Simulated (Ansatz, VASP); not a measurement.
## One calculation of BaTiO3, two programs

Contents of INCAR:

```
SYSTEM = BaTiO3
  PREC = Accurate
  ENCUT = 520
  EDIFF = 1E-6
  ISMEAR = 0
  SIGMA = 0.02
  LREAL = .False.
  LASPH = .True.
  NELM = 150
  ALGO = Normal
  ISIF = 2
  LWAVE = .False.
  LCHARG = .False.
  LMAXMIX = 4
  LDAU = .True.
  LDAUTYPE = 2
  LDAUL = -1 2 -1
  LDAUU = 0 4 0
  LDAUJ = 0 0 0
  LDAUPRINT = 1
  GGA = PE
  NBANDS = 28
```

File KPOINTS:

```
Automatic mesh
0
Gamma
  6 6 6
  0 0 0
```

The input POSCAR:

```
BaTiO3
1.0
    2.9034328072      1.6815029774      2.3777314851
   -2.9034328072      1.6815029774      2.3777314851
    0.0000000000     -3.2516909076      2.2996356554
Ba Ti O
1 1 3
Direct
    0.0053132214      0.0053132214     -0.0057654902
    0.5185809384      0.5185809384      0.4942459188
    0.4892279205      0.9741542149      0.4942095290
    0.4838247048      0.4838247048      0.9942015133
    0.9741542149      0.4892279205      0.4942095290
```

Input for Ansatz:

```yaml
crystal:
  lattice:
    - [2.9034328072, 1.6815029774, 2.3777314851]
    - [-2.9034328072, 1.6815029774, 2.3777314851]
    - [0.0, -3.2516909076, 2.2996356554]
  atoms:
    - { symbol: Ba, position: [0.0053132214, 0.0053132214, -0.0057654902] }
    - { symbol: Ti, position: [0.5185809384, 0.5185809384, 0.4942459188] }
    - { symbol: O, position: [0.4892279205, 0.9741542149, 0.494209529] }
    - { symbol: O, position: [0.4838247048, 0.4838247048, 0.9942015133] }
    - { symbol: O, position: [0.9741542149, 0.4892279205, 0.494209529] }
basis:
  ecutwfc: 420
kpoints:
  mp_grid: { grid: [6, 6, 6] }
  band_path: { path: [VBM, CBM], npoints: 2 }
hamiltonian:
  xc: pbe
  hubbard: { sites: [{ species: Ti, l: d, u_eff: 4.0 }] }
scf:
  occupations: { method: gaussian, width: 0.02 }
output:
  forces: true
  stress: true
  eigenvalues: true
checkpoint:
  read: start.run
  write: ck
  compress: false
  write_wavefunctions: false
  write_every: 100000
```

Alike in both runs: task single point; functional PBE; k mesh 6 × 6 × 6; occupations gaussian, width 0.02 eV; no spin polarisation; Hubbard terms Ti d U = 4.0 eV.

|  | VASP | Ansatz |
| --- | --- | --- |
| version | VASP 6.6.1 | Ansatz 0.2.0 |
| potentials or method | VASP PAW PBE potentials, release 64 (Ba_sv, Ti_sv, O), cutoff 520 eV | scalar-relativistic, plane waves, PAW |
| valence electrons in the cell | 40 | 40 |

```csv
,VASP,Ansatz,Ansatz less VASP
gap on the k mesh at the Fermi level (eV),2.60,2.61,+0.010
least direct gap on the mesh (eV),3.12,3.13,+0.004
pressure (GPa),2.6,-0.8,-3.39
"traceless stress, the component that is largest in VASP (GPa)",-0.47,-0.77,-0.307
rms of the force components (eV/Å),0.246,0.000,-0.2462
```

The programs project onto different local orbitals, so the same U acts differently, and such runs can settle in different states. Atom by atom the forces differ by 0.246 eV/Å (rms over components).

Spin-orbit coupling is off throughout.
